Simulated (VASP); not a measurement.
Write the native input for VASP 6.6.1 that does the following.

| Item | Value |
| --- | --- |
| Task | single point |
| Functional | PBE |
| Potentials or basis | VASP PAW PBE potentials, release 64 (Si, Zr_sv) |
| Cutoff | 520 eV |
| k mesh | 1 × 1 × 1, shifted |
| Occupations | fermi-dirac, width 0.05 eV |
| Spin | no spin polarisation |
| Dipole correction | no |
| Further INCAR settings | LREAL = Auto; ALGO = Normal; EDIFF = 1e-06; NBANDS = 54; ISYM = 0 |

The structure of ZrSi7 lies in POSCAR:

```
ZrSi7
1.0
    6.3834610000      0.2107420000      0.1575520000
    0.2107420000      6.5561630000     -0.0013120000
    0.1575520000     -0.0013120000      6.4400080000
Si Zr
14 2
Direct
    0.6735257775      0.3752507372      0.7516526370
   -0.0356523519      0.2794880036      0.9584298323
    0.9343449500      0.6840759066      0.4229202187
    0.9234680303      0.8930572376      0.7327115830
    0.2631898797      0.7156721679      0.6124611755
    0.3249102938      0.3344239292      0.5297529906
    0.3394352149      0.2519147501      0.9210516222
    0.7220570652      0.3982600444      0.3807299591
    0.5842830027      0.7242836730      0.8016670639
    0.8841760131      0.6307767498      1.0230257291
    0.0845613793      0.0868315637      0.4317982382
    0.5120585567      0.6973989829      0.3091862833
    0.2026882534      0.4928925944      0.2058829330
    0.5963678981      0.9786363152      0.5213136406
    0.6866943451      0.0325958064      0.1072860000
    0.2101484096      0.8905251017      0.0585507140
```

One way to write it, as run:

INCAR

```
SYSTEM = ZrSi7
PREC     = Accurate       ! precision mode
ENCUT    = 520            ! plane-wave cutoff, eV
EDIFF    = 1E-6           ! SCF threshold, eV
ISMEAR   = -1             ! smearing method
SIGMA    = 0.05           ! smearing width, eV
LREAL    = Auto         
LASPH    = .True.         ! aspherical terms in the spheres
NELM     = 80             ! most SCF steps
ALGO     = Normal         ! electronic algorithm
ISIF     = 2              ! what is computed and relaxed
LWAVE    = .False.        ! write WAVECAR
LCHARG   = .False.        ! write CHGCAR
GGA      = PE             ! functional
ISYM     = 0            
NBANDS   = 54             ! bands
```

KPOINTS

```
Automatic mesh
0
Gamma
  1 1 1
  0.25 0.25 0.25
```

Potentials or basis: VASP PAW PBE potentials, release 64 (Si, Zr_sv).

The run is started by

```bash
$ cat potpaw_PBE.64/Si/POTCAR potpaw_PBE.64/Zr_sv/POTCAR > POTCAR
$ mpirun -np 1 vasp_std > vasp.out
```

It gave:

| Quantity | Value |
| --- | --- |
| Pressure | 1.0 GPa |
| Largest force | 1.069 eV/Å |
| Band gap on the k mesh | 0.76 eV |

Caveat: the k points lie up to 0.99 Å⁻¹ apart.

Wall time 24 s on 1 thread of Intel(R) Xeon(R) Platinum 8488C (Sapphire Rapids) (shared host), peak memory 0.31 GiB.
